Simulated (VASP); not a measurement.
Set up this calculation in VASP 6.6.1, as the native input.

| Item | Value |
| --- | --- |
| Task | single point |
| Functional | LDA |
| Potentials or basis | VASP PAW LDA potentials, release 64 (Cu) |
| Cutoff | 520 eV |
| k mesh | 15 × 15 × 1 |
| Occupations | fermi-dirac, width 0.08 eV |
| Spin | no spin polarisation |
| Dipole correction | yes |
| Further INCAR settings | ALGO = Normal; EDIFF = 1e-07; NBANDS = 30 |

The structure of Cu lies in POSCAR:

```
Cu
1.0
    2.4874897871      0.0000000000      0.0000000000
    0.0000000000      2.4874897871      0.0000000000
    0.0000000000      0.0000000000     21.2768000000
Cu
4
Direct
    0.2500000000      0.2500000000      0.3779490877
    0.7500000000      0.7500000000      0.4582979167
    0.2500000000      0.2500000000      0.5417020740
    0.7500000000      0.7500000000      0.6220509211
```

One way to write it, as run:

INCAR

```
PREC = Accurate
ENCUT = 520
EDIFF = 1E-7
ISMEAR = -1
SIGMA = 0.08
LREAL = False
LASPH = True
NELM = 60
ALGO = Normal
ISIF = 2
LWAVE = False
LCHARG = False
LDIPOL = True
IDIPOL = 3
DIPOL = 0.5 0.5 0.500
NBANDS = 30
```

KPOINTS

```
regular mesh
0
Gamma
  15 15 1
```

Potentials or basis: VASP PAW LDA potentials, release 64 (Cu).

Run with:

```console
$ cat potpaw_LDA.64/Cu/POTCAR > POTCAR
$ mpirun -np 1 vasp_std > vasp.out
```

Results of the run:

The largest force is 0.040 eV/Å and the band gap on the k mesh is zero (bands 22 and 23 overlap by 4.17 eV).

It took 4.7 min on 1 thread of Intel Xeon 8259CL, with other jobs on the host, peak memory 0.26 GiB.
